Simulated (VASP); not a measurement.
Runs of VASP 6.6.1 on Sb. The structure is that of space group I4/mmm (No. 139), or close to it. The cells are those of the table. 

```csv
cell,gap on the mesh (eV),pressure (GPa)
"a = 3.596 Å, angles 126.6, 126.6, 78.8°, 1 atom",none,-2.8
"a = 3.481 Å, angles 126.6, 126.6, 78.8°, 1 atom",none,(a)
"a = 3.568 Å, angles 126.6, 126.6, 78.8°, 1 atom",none,-1.6
"a = 3.540 Å, angles 126.6, 126.6, 78.8°, 1 atom",none,-0.2
"a = 3.624 Å, angles 126.6, 126.6, 78.8°, 1 atom",none,-3.8
"a = 3.451 Å, angles 126.6, 126.6, 78.8°, 1 atom",none,5.2
"a = 3.390 Å, angles 126.6, 126.6, 78.8°, 1 atom",none,10.3
"a = 3.511 Å, angles 126.6, 126.6, 78.8°, 1 atom",none,(b)
"a = 3.421 Å, angles 126.6, 126.6, 78.8°, 1 atom",none,7.5
```

Alike in all rows: task single point; level r2SCAN; potentials or basis VASP PAW PBE potentials, release 64 (Sb); no spin polarisation; k mesh 13 × 13 × 13; cutoff (eV) 520; smearing fermi-dirac 0.1 eV.

**Question.** Fill in the values left out.

**Answer.** (a) 3.1; (b) 1.3.

Caveats: the PAW data sets were made with another functional, which shifts forces and pressure a little; spin-orbit coupling is left out, which moves the levels of the heavy elements; the cell stands under pressure (at least some runs); the cell stands under tension (at least some runs).

A k mesh can miss the band edges, and the runs leave out spin-orbit coupling on Sb.

A gap of «none» marks levels without a gap at the run's occupations.
